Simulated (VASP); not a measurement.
Write the native input for VASP 6.6.1 that does the following.

| Quantity | Value |
| --- | --- |
| Task | single point |
| Functional | r2SCAN |
| Potentials or basis | VASP PAW PBE potentials, release 64 (Zn, O) |
| Cutoff | 520 eV |
| k mesh | 9 × 9 × 6 |
| Occupations | gaussian, width 0.02 eV |
| Spin | no spin polarisation |
| Dipole correction | no |
| Further INCAR settings | ALGO = Normal; EDIFF = 1e-06; NBANDS = 26 |

ZnO (scanat):

```
Zn O
1.0
     3.23097    0.00000    0.00000
    -1.61549    2.79810    0.00000
     0.00000    0.00000    5.21541
Zn O
2 2
Direct
  0.33333 0.66667 0.00203
  0.66667 0.33333 0.50203
  0.33333 0.66667 0.38097
  0.66667 0.33333 0.88097
```

The input as run:

POSCAR

```
ZnO
1.0
    3.2309721498      0.0000000000      0.0000000000
   -1.6154860749      2.7981039606      0.0000000000
    0.0000000000      0.0000000000      5.2154102488
Zn O
2 2
Direct
    0.3333333333      0.6666666667      0.0020260005
    0.6666666667      0.3333333333      0.5020260005
    0.3333333333      0.6666666667      0.3809739995
    0.6666666667      0.3333333333      0.8809739995
```

INCAR.step1

```
SYSTEM = ZnO
ALGO = Normal
EDIFF = 1E-4
ENCUT = 520
GGA = PE
ISMEAR = 0
LASPH = .TRUE.
LCHARG = .FALSE.
LREAL = .FALSE.
LWAVE = .TRUE.
NBANDS = 26
NELM = 80
PREC = Accurate
SIGMA = 0.02
```

INCAR.step2

```
SYSTEM = ZnO
ALGO = Normal
EDIFF = 1E-6
ENCUT = 520
ISIF = 2
ISMEAR = 0
ISTART = 1
LASPH = .TRUE.
LCHARG = .FALSE.
LMIXTAU = .TRUE.
LREAL = .FALSE.
LWAVE = .FALSE.
METAGGA = R2SCAN
NBANDS = 26
NELM = 80
PREC = Accurate
SIGMA = 0.02
```

KPOINTS

```
k-points
0
G
  9 9 6
  0 0 0
```

Potentials or basis: VASP PAW PBE potentials, release 64 (Zn, O).

Run with:

```bash
$ cat potpaw_PBE.64/Zn/POTCAR potpaw_PBE.64/O/POTCAR > POTCAR
$ cp INCAR.step1 INCAR
$ mpirun -np 1 vasp_std > vasp.out
$ cp INCAR.step2 INCAR
$ mpirun -np 1 vasp_std > vasp.out
```

Results of the run:

The pressure is 1.2 GPa and the largest force is 0.014 eV/Å. The band gap on the k mesh is 1.24 eV, direct.

Caveat: the PAW data sets were made with another functional, which shifts forces and pressure a little.

It took 4 min on 1 thread of Intel Xeon 8259CL, with other jobs on the host, peak memory 0.19 GiB.
